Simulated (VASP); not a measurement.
# MnS (R-3m) in VASP: further runs

Runs on MnS. Level: PBE+U. Tasks: single point.

All numbers are computed with VASP 6.6.1; they aren't measurements. Logs are shortened: lines on timing, memory, paths and dates and some standing lists are left out, and cuts for length are marked.

## Step 1: The cell of the first run

The structure is trigonal, space group R-3m (No. 166). The conventional cell has a = 3.688 Å, b = 3.688 Å, c = 8.978 Å, α = 90.00°, β = 90.00°, γ = 120.00°. Mn (site symmetry -3m) has 6 S at 2.60 Å within 3.4 Å. Within 3.4 Å of S (site symmetry -3m) lie 6 Mn at 2.60 Å.

## Step 2: Single point, PBE+U, collinear spin, antiferromagnetic start (17.63 Å³/atom)

INCAR reads:

```
SYSTEM = MnS
PREC = Accurate
ENCUT = 520
EDIFF = 1E-6
ISMEAR = 0
SIGMA = 0.05
LREAL = .False.
LASPH = .True.
NELM = 150
ALGO = Normal
ISIF = 2
LWAVE = .False.
LCHARG = .True.
ISPIN = 2
MAGMOM = 4.85 -4.85 0 0
LORBIT = 11
LMAXMIX = 4
LDAU = .True.
LDAUTYPE = 2
LDAUL = 2 -1
LDAUU = 3.9 0
LDAUJ = 0 0
LDAUPRINT = 1
GGA = PE
LELF = .True.
LVHAR = .True.
NBANDS = 31
```

KPOINTS reads:

```
Automatic mesh
0
Gamma
  8 8 8
  0 0 0
```

POSCAR reads:

```
MnS
1.0
    1.8441677514      1.0647307479      5.9855000587
   -1.8441677514      1.0647307479      5.9855000587
    0.0000000000     -2.1294614952      5.9855000588
Mn S
2 2
Direct
    0.0000000000      0.0000000000      0.0000000000
    0.5000000000      0.5000000000      0.5000000000
    0.7499999998      0.7499999998      0.7499999998
    0.2500000002      0.2500000002      0.2500000002
```

Potentials or basis: VASP PAW PBE potentials, release 64 (Mn_pv, S).

Started as:

```bash
cat potpaw_PBE.64/Mn_pv/POTCAR potpaw_PBE.64/S/POTCAR > POTCAR
mpirun -np 1 vasp_std > vasp.out
```

OUTCAR:

```text
SYSTEM = MnS
   PREC = Accurate
   ENCUT = 520
   EDIFF = 1E-6
   ISMEAR = 0
   LREAL = .False.
   LASPH = .True.
   NELM = 150
   ISIF = 2
   ISPIN = 2
   LORBIT = 11
   GGA = PE

 ion  position               nearest neighbor table
   1  0.000  0.000  0.000-   3 2.60   4 2.60   3 2.60   3 2.60   4 2.60   4 2.60
   2  0.500  0.500  0.500-   4 2.60   3 2.60   4 2.60   4 2.60   3 2.60   3 2.60
   3  0.750  0.750  0.750-   1 2.60   1 2.60   1 2.60   2 2.60   2 2.60   2 2.60
   4  0.250  0.250  0.250-   1 2.60   1 2.60   1 2.60   2 2.60   2 2.60   2 2.60

  LATTYP: Found a trigonal (rhomboedric) cell.
 ALAT       =     6.3530163870
 COS(alpha) =     0.8314724562

  Lattice vectors:

 A1 = (   1.8441677514,   1.0647307479,   5.9855000587)
 A2 = (  -1.8441677514,   1.0647307479,   5.9855000587)
 A3 = (   0.0000000000,  -2.1294614952,   5.9855000588)

Analysis of symmetry for initial positions (statically):
=====================================================================
 Subroutine PRICEL returns following result:

  LATTYP: Found a trigonal (rhomboedric) cell.
 ALAT       =     3.6730313092
 COS(alpha) =     0.4958246811
[... 12 lines left out ...]
 Subroutine GETGRP returns: Found 12 space group operations
 (whereof 12 operations were pure point group operations)
 out of a pool of 12 trial point group operations.

The static configuration has the point symmetry D_3d.

Analysis of symmetry for dynamics (positions and initial velocities):
=====================================================================
 Subroutine PRICEL returns following result:

  LATTYP: Found a trigonal (rhomboedric) cell.
 ALAT       =     3.6730313092
 COS(alpha) =     0.4958246811
[... 12 lines left out ...]
 Subroutine GETGRP returns: Found 12 space group operations
 (whereof 12 operations were pure point group operations)
 out of a pool of 12 trial point group operations.

The dynamic configuration has the point symmetry D_3d.

Analysis of structural, dynamic, and magnetic symmetry:
=====================================================================
 Subroutine PRICEL returns following result:

  LATTYP: Found a trigonal (rhomboedric) cell.
 ALAT       =     3.6730313092
 COS(alpha) =     0.4958246811
[... 12 lines left out ...]
 Subroutine GETGRP returns: Found 12 space group operations
 (whereof 12 operations were pure point group operations)
 out of a pool of 12 trial point group operations.

The overall configuration has the point symmetry D_3d.

 Subroutine INISYM returns: Found 12 space group operations
 (whereof 12 operations are pure point group operations),
 and found     2 'primitive' translations

----------------------------------------------------------------------------------------

                                     Primitive cell

  volume of cell :      35.2583

  direct lattice vectors                    reciprocal lattice vectors
     0.000000000  2.129461496  2.992750029    -0.000000000  0.313068195  0.111380279
    -1.844167751 -1.064730748  2.992750029    -0.271125010 -0.156534097  0.111380279
     1.844167751 -1.064730748  2.992750029     0.271125010 -0.156534097  0.111380279

  length of vectors
     3.673031309  3.673031309  3.673031309     0.332290929  0.332290929  0.332290929

  position of ions in fractional coordinates (direct lattice)
     0.000000000  0.000000000  0.000000000
     0.500000000  0.500000000  0.500000000

  ion indices of the primitive-cell ions
   primitive index   ion index
[... 141 lines left out ...]
  o =  0.0162  v =  0.0000  0.0000  0.0000  0.0000  0.0000  0.0000 -0.5907  0.0000 -0.0000  0.8069      0.0000  0.0000  0.0000  0.0000  0.0000  0.0000  0.0000  0.0000  0.0000  0.0000
  o =  0.0163  v =  0.0000  0.0000  0.0000  0.0000  0.0000 -0.0000  0.0000  1.0000  0.0000 -0.0000      0.0000  0.0000  0.0000  0.0000  0.0000  0.0000  0.0000  0.0000  0.0000  0.0000
  o =  0.0913  v =  0.0000  0.0000  0.0000  0.0000  0.0000  0.0000 -0.8069  0.0000 -0.0000 -0.5907      0.0000  0.0000  0.0000  0.0000  0.0000  0.0000  0.0000  0.0000  0.0000  0.0000
  o =  0.0913  v =  0.0000  0.0000  0.0000  0.0000  0.0000  0.5907 -0.0000  0.0000  0.8069  0.0000      0.0000  0.0000  0.0000  0.0000  0.0000  0.0000  0.0000  0.0000  0.0000  0.0000
  o =  0.9309  v = -0.8458  0.0000 -0.0000  0.5336 -0.0000  0.0000  0.0000  0.0000  0.0000  0.0000      0.0000  0.0000  0.0000  0.0000  0.0000  0.0000  0.0000  0.0000  0.0000  0.0000
  o =  0.9309  v = -0.0000 -0.5336  0.0000  0.0000  0.8458  0.0000  0.0000  0.0000  0.0000  0.0000      0.0000  0.0000  0.0000  0.0000  0.0000  0.0000  0.0000  0.0000  0.0000  0.0000
  o =  0.9312  v =  0.0000  0.0000  1.0000 -0.0000 -0.0000  0.0000  0.0000  0.0000  0.0000  0.0000      0.0000  0.0000  0.0000  0.0000  0.0000  0.0000  0.0000  0.0000  0.0000  0.0000
  o =  0.9518  v =  0.0000  0.8458 -0.0000  0.0000  0.5336  0.0000  0.0000  0.0000  0.0000  0.0000      0.0000  0.0000  0.0000  0.0000  0.0000  0.0000  0.0000  0.0000  0.0000  0.0000
  o =  0.9518  v = -0.5336  0.0000 -0.0000 -0.8458  0.0000  0.0000  0.0000  0.0000  0.0000  0.0000      0.0000  0.0000  0.0000  0.0000  0.0000  0.0000  0.0000  0.0000  0.0000  0.0000

atom =   2  type =  1  l = 2

 onsite density matrix

spin component  1

  0.0424 -0.0000  0.0000  0.0358 -0.0000
 -0.0000  0.0651 -0.0000  0.0000  0.0358
  0.0000 -0.0000  0.0163  0.0000 -0.0000
  0.0358  0.0000  0.0000  0.0651  0.0000
 -0.0000  0.0358 -0.0000  0.0000  0.0424

spin component  2

  0.9369  0.0000 -0.0000  0.0094 -0.0000
  0.0000  0.9459  0.0000 -0.0000  0.0094
 -0.0000  0.0000  0.9312 -0.0000 -0.0000
  0.0094 -0.0000 -0.0000  0.9459 -0.0000
 -0.0000  0.0094 -0.0000 -0.0000  0.9369

 occupancies and eigenvectors

  o =  0.0162  v = -0.8069 -0.0000  0.0000  0.5907 -0.0000  0.0000  0.0000  0.0000  0.0000  0.0000      0.0000  0.0000  0.0000  0.0000  0.0000  0.0000  0.0000  0.0000  0.0000  0.0000
  o =  0.0162  v =  0.0000  0.5907 -0.0000  0.0000 -0.8069  0.0000  0.0000  0.0000  0.0000  0.0000      0.0000  0.0000  0.0000  0.0000  0.0000  0.0000  0.0000  0.0000  0.0000  0.0000
  o =  0.0163  v =  0.0000 -0.0000 -1.0000  0.0000  0.0000  0.0000  0.0000  0.0000  0.0000  0.0000      0.0000  0.0000  0.0000  0.0000  0.0000  0.0000  0.0000  0.0000  0.0000  0.0000
  o =  0.0913  v =  0.0000 -0.8069  0.0000 -0.0000 -0.5907  0.0000  0.0000  0.0000  0.0000  0.0000      0.0000  0.0000  0.0000  0.0000  0.0000  0.0000  0.0000  0.0000  0.0000  0.0000
  o =  0.0913  v =  0.5907 -0.0000  0.0000  0.8069 -0.0000  0.0000  0.0000  0.0000  0.0000  0.0000      0.0000  0.0000  0.0000  0.0000  0.0000  0.0000  0.0000  0.0000  0.0000  0.0000
  o =  0.9309  v =  0.0000  0.0000  0.0000  0.0000  0.0000 -0.8458  0.0000 -0.0000  0.5336 -0.0000      0.0000  0.0000  0.0000  0.0000  0.0000  0.0000  0.0000  0.0000  0.0000  0.0000
  o =  0.9309  v =  0.0000  0.0000  0.0000  0.0000  0.0000 -0.0000 -0.5336  0.0000  0.0000  0.8458      0.0000  0.0000  0.0000  0.0000  0.0000  0.0000  0.0000  0.0000  0.0000  0.0000
  o =  0.9312  v =  0.0000  0.0000  0.0000  0.0000  0.0000  0.0000  0.0000  1.0000 -0.0000 -0.0000      0.0000  0.0000  0.0000  0.0000  0.0000  0.0000  0.0000  0.0000  0.0000  0.0000
  o =  0.9518  v =  0.0000  0.0000  0.0000  0.0000  0.0000 -0.0000 -0.8458  0.0000 -0.0000 -0.5336      0.0000  0.0000  0.0000  0.0000  0.0000  0.0000  0.0000  0.0000  0.0000  0.0000
  o =  0.9518  v =  0.0000  0.0000  0.0000  0.0000  0.0000 -0.5336  0.0000 -0.0000 -0.8458  0.0000      0.0000  0.0000  0.0000  0.0000  0.0000  0.0000  0.0000  0.0000  0.0000  0.0000

 number of electron      38.0000013 magnetization       0.0000000

 Free energy of the ion-electron system (eV)
  ---------------------------------------------------
  ext. energy  EPLUGINS =         0.00000000
  ---------------------------------------------------
  free energy    TOTEN  =       -26.05302514 eV

  energy without entropy =      -26.05302514  energy(sigma->0) =      -26.05302514

 E-fermi :   6.1515     XC(G=0): -10.6140

 val. band max:        5.8303845311   @ k =   0.5000   0.5000   0.5000
 cond. band min:       8.1041810459   @ k =   0.5000   0.5000   0.0000
 fundamental gap:      2.2737965147
 Fermi energy:         6.1514714711

 spin component 1

 k-point     1 :       0.0000    0.0000    0.0000
  band No.  band energies     occupation
      1     -44.1588      1.00000
      2     -44.1521      1.00000
      3     -44.1521      1.00000
      4     -39.3278      1.00000
      5     -39.3274      1.00000
      6     -39.3274      1.00000
[... 1625 lines left out ...]
     30      14.1374      0.00000
     31      14.4660      0.00000

 [... further k-points ...]

------------------------ aborting loop because EDIFF is reached ----------------------------------------

  FORCE on cell =-STRESS in cart. coord.  units (eV):
  Direction    XX          YY          ZZ          XY          YZ          ZX
  --------------------------------------------------------------------------------------
  -------------------------------------------------------------------------------------
  Total        1.2116199      1.2116199      1.2013925      0.0000000      0.0000000      0.0000000
  in kB       27.5286600     27.5286600     27.2962873      0.0000000      0.0000000      0.0000000
  external PRESSURE =      27.4512024 kB  Pullay stress =       0.0000000 kB

 VOLUME and BASIS-vectors are now :
 -----------------------------------------------------------------------------
  energy-cutoff  :      520.00
  volume of cell :       70.52
      direct lattice vectors                 reciprocal lattice vectors
     1.844167751  1.064730748  5.985500059     0.271125010  0.156534097  0.055690140
    -1.844167751  1.064730748  5.985500059    -0.271125010  0.156534097  0.055690140
     0.000000000 -2.129461495  5.985500059     0.000000000 -0.313068195  0.055690140

 POSITION                                       TOTAL-FORCE (eV/Angst)
 -----------------------------------------------------------------------------------
      0.00000      0.00000      0.00000        -0.000000     -0.000000     -0.000000
      0.00000      0.00000      8.97825         0.000000     -0.000000     -0.000000
      0.00000      0.00000     13.46738        -0.000000     -0.000000      0.000000
      0.00000      0.00000      4.48913        -0.000000      0.000000      0.000000
 -----------------------------------------------------------------------------------
    total drift:                               -0.000000      0.000000     -0.000000

  FREE ENERGIE OF THE ION-ELECTRON SYSTEM (eV)
  ---------------------------------------------------
  free  energy   TOTEN  =       -26.0530251356 eV

  energy  without entropy=      -26.0530251356  energy(sigma->0) =      -26.05302514

 total charge

# of ion       s       p       d       tot
------------------------------------------
    1        0.215   6.167   4.910  11.292
    2        0.215   6.167   4.910  11.292
    3        1.321   2.459   0.000   3.779
    4        1.321   2.459   0.000   3.779
--------------------------------------------------
tot          3.071  17.251   9.820  30.142

 magnetization (x)

# of ion       s       p       d       tot
------------------------------------------
    1        0.025   0.021   4.457   4.502
    2       -0.025  -0.021  -4.457  -4.502
    3        0.000   0.000   0.000   0.000
    4        0.000   0.000   0.000   0.000
--------------------------------------------------
tot          0.000   0.000   0.000   0.000
```

Run time: 4.7 min. Hardware: 1 thread of Intel Xeon 6975P-C (Granite Rapids), shared host; peak memory 0.51 GiB.

Results:

```yaml
Free_energy: -26.0530 eV
Pressure: 2.7 GPa
Band_gap_on_the_k_mesh: 2.27 eV
Net_moment: 0.00 μB per cell
Site_moments: Mn +4.50, -4.50; S +0.00 μB
Valence_electrons_inside_the_program's_atomic_spheres: Mn 11.29; S 3.78
```

Levels at points of the mesh, in eV from the valence-band top:
Spin up:
```
           k point  band 17  band 18  band 19  band 20  band 21  band 22
(0.00, 0.00, 0.00)    -0.77    -0.77    -0.71     3.11     3.24     3.24
(0.50, 0.00, 0.00)    -2.29    -1.29    -0.80     2.46     3.71     3.95
(0.50, 0.50, 0.00)    -2.32    -0.77    -0.52     2.27     2.44     4.00
(0.50, 0.50, 0.50)    -1.61     0.00     0.00     2.87     3.13     3.13
```
Spin down:
| k point | band 16 | band 17 | band 18 | band 19 | band 20 | band 21 | band 22 | band 23 |
| --- | --- | --- | --- | --- | --- | --- | --- | --- |
| (0.00, 0.00, 0.00) | -0.91 | -0.77 | -0.77 | -0.71 | 3.11 | 3.24 | 3.24 | 3.35 |
| (0.50, 0.00, 0.00) | -3.10 | -2.29 | -1.29 | -0.80 | 2.46 | 3.71 | 3.95 | 4.07 |
| (0.50, 0.50, 0.00) | -2.38 | -2.32 | -0.77 | -0.52 | 2.27 | 2.44 | 4.00 | 4.00 |
| (0.50, 0.50, 0.50) | -1.61 | -1.61 | 0.00 | 0.00 | 2.87 | 3.13 | 3.13 | 3.94 |

Eigenvalues of the final occupation matrices:
```tsv
site	spin	trace	eigenvalues
site 1 d	1	4.70	0.93 0.93 0.93 0.95 0.95
site 1 d	2	0.23	0.02 0.02 0.02 0.09 0.09
site 2 d	1	0.23	0.02 0.02 0.02 0.09 0.09
site 2 d	2	4.70	0.93 0.93 0.93 0.95 0.95
```

Caveat: the antiferromagnetic order is the one typed at the start, and another may lie lower. The state reached can hang on the start; a lower one may exist.

## Step 3: Single point, PBE+U, collinear spin, antiferromagnetic start

This run uses another cell than the first one, of 18.36 Å³/atom.

INCAR reads:

```
SYSTEM = MnS
PREC = Accurate ; ENCUT = 520
EDIFF = 1E-7 ; ISMEAR = 0
SIGMA = 0.05 ; LREAL = .FALSE.
LASPH = .TRUE. ; NELM = 150
ALGO = Normal ; ISIF = 2
LWAVE = .FALSE. ; LCHARG = .FALSE.
ISPIN = 2 ; MAGMOM = 4.92 -4.92 0 0
LORBIT = 11 ; LMAXMIX = 4
LDAU = .TRUE. ; LDAUTYPE = 2
LDAUL = 2 -1 ; LDAUU = 3.9 0
LDAUJ = 0 0 ; LDAUPRINT = 1
GGA = PE ; NBANDS = 31
```

KPOINTS reads:

```
regular mesh
0
G
  8 8 8
  0 0 0
```

POSCAR reads:

```
MnS
1.0
    1.8694334629      1.0793179132      6.0675034003
   -1.8694334629      1.0793179132      6.0675034003
    0.0000000000     -2.1586358259      6.0675034004
Mn S
2 2
Direct
    0.0000000000      0.0000000000      0.0000000000
    0.5000000000      0.5000000000      0.5000000000
    0.7499999998      0.7499999998      0.7499999998
    0.2500000002      0.2500000002      0.2500000002
```

Potentials or basis: VASP PAW PBE potentials, release 64 (Mn_pv, S).

Started as:

```bash
cat potpaw_PBE.64/Mn_pv/POTCAR potpaw_PBE.64/S/POTCAR > POTCAR
mpirun -np 1 vasp_std > vasp.out
```

Wall time 5.8 min (1 thread of Intel Xeon 6975P-C (Granite Rapids), shared host); peak memory 0.53 GiB.

The run converged. Its results:

```yaml
Free_energy: -26.0735 eV
Pressure: -0.5 GPa
Band_gap_on_the_k_mesh: 2.30 eV
Net_moment: 0.00 μB per cell
Site_moments: Mn +4.53, -4.53; S +0.00 μB
Valence_electrons_inside_the_program's_atomic_spheres: Mn 11.26; S 3.76
```

Levels at points of the mesh, in eV from the valence-band top:
Spin up:
| k point | band 16 | band 17 | band 18 | band 19 | band 20 | band 21 | band 22 | band 23 |
| --- | --- | --- | --- | --- | --- | --- | --- | --- |
| (0.00, 0.00, 0.00) | -0.83 | -0.69 | -0.69 | -0.63 | 2.89 | 3.32 | 3.32 | 3.40 |
| (0.50, 0.00, 0.00) | -2.95 | -2.12 | -1.28 | -0.76 | 2.58 | 3.76 | 3.98 | 4.00 |
| (0.50, 0.50, 0.00) | -2.21 | -2.16 | -0.71 | -0.50 | 2.30 | 2.50 | 4.02 | 4.03 |
| (0.50, 0.50, 0.50) | -1.46 | -1.46 | 0.00 | 0.00 | 2.94 | 3.23 | 3.23 | 3.97 |
Spin down:
```tsv
k point	band 17	band 18	band 19	band 20	band 21	band 22
(0.00, 0.00, 0.00)	-0.69	-0.69	-0.63	2.89	3.32	3.32
(0.50, 0.00, 0.00)	-2.12	-1.28	-0.76	2.58	3.76	3.98
(0.50, 0.50, 0.00)	-2.16	-0.71	-0.50	2.30	2.50	4.02
(0.50, 0.50, 0.50)	-1.46	0.00	0.00	2.94	3.23	3.23
```

Eigenvalues of the final occupation matrices:
| site | spin | trace | eigenvalues |
| --- | --- | --- | --- |
| site 1 d | 1 | 4.70 | 0.93 0.93 0.93 0.95 0.95 |
| site 1 d | 2 | 0.21 | 0.01 0.01 0.01 0.08 0.08 |
| site 2 d | 1 | 0.21 | 0.01 0.01 0.01 0.08 0.08 |
| site 2 d | 2 | 4.70 | 0.93 0.93 0.93 0.95 0.95 |

Caveat: the antiferromagnetic order is the one typed at the start, and another may lie lower. A k mesh can miss the band edges.
